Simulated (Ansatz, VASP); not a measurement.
Two plane-wave programs on Ta2C

Contents of INCAR:

```
  ALGO = Normal
  EDIFF = 1E-7
  ENCUT = 520
  GGA = PS
  ISIF = 2
  ISMEAR = 0
  LASPH = T
  LCHARG = T
  LELF = T
  LREAL = F
  LVHAR = T
  LWAVE = F
  NBANDS = 20
  NELM = 60
  PREC = Accurate
  SIGMA = 0.1
```

Contents of KPOINTS:

```
k-points
0
Gamma
  18 18 10
```

File POSCAR:

```
Ta2C
1.0
    3.0953007023      0.0000000000      0.0000000000
   -1.5476503512      2.6806090406      0.0000000000
    0.0000000000      0.0000000000      4.9210802832
Ta C
2 1
Direct
    0.3333333333      0.6666666667      0.2528761935
    0.6666666667      0.3333333333      0.7471238065
    0.0000000000      0.0000000000      0.0000000000
```

Input for Ansatz:

```yaml
crystal:
  lattice:
    - [3.0953006965, 0.0, 0.0]
    - [-1.5476503483, 2.6806090356, 0.0]
    - [0.0, 0.0, 4.9210802952]
  atoms:
    - { symbol: Ta, position: [0.3333333333, 0.6666666667, 0.2528761937] }
    - { symbol: Ta, position: [0.6666666667, 0.3333333333, 0.7471238063] }
    - { symbol: C, position: [0.0, 0.0, 0.0] }
basis:
  ecutwfc: 420
kpoints:
  mp_grid: { grid: [18, 18, 10] }
hamiltonian:
  xc: pbesol
scf:
  occupations: { method: gaussian, width: 0.1 }
output:
  forces: true
  stress: true
  eigenvalues: true
```

Alike in both runs: task single point; functional PBEsol; k mesh 18 × 18 × 10; occupations gaussian, width 0.1 eV; no spin polarisation.

```csv
,VASP,Ansatz
version,VASP 6.6.1,Ansatz 0.2.0
potentials or method,"VASP PAW PBE potentials, release 64 (Ta_pv, C), cutoff 520 eV","scalar-relativistic, plane waves, PAW"
valence electrons in the cell,26,30
```

VASP gave:

| Item | Value |
| --- | --- |
| gap on the k mesh at the Fermi level (eV) | none |
| pressure (GPa) | 0.5 |
| traceless stress, the component that is largest in VASP (GPa) | 0.03 |
| rms of the force components (eV/Å) | 0.025 |

Task: Which values does Ansatz return?

Result: gap on the k mesh at the Fermi level (eV): none; pressure (GPa): 0.0; traceless stress, the component that is largest in VASP (GPa): 0.05; rms of the force components (eV/Å): 0.003.

VASP's potentials were made for PBE, not for PBEsol. Atom by atom the forces differ by 0.022 eV/Å (rms over components). A gap of «none» marks a metal or a gap that the smearing closes. VASP's potentials hold 26 valence electrons a cell and Ansatz's 30, so a difference there can come from the potentials and not from the codes.

Neither program's run includes spin-orbit coupling.
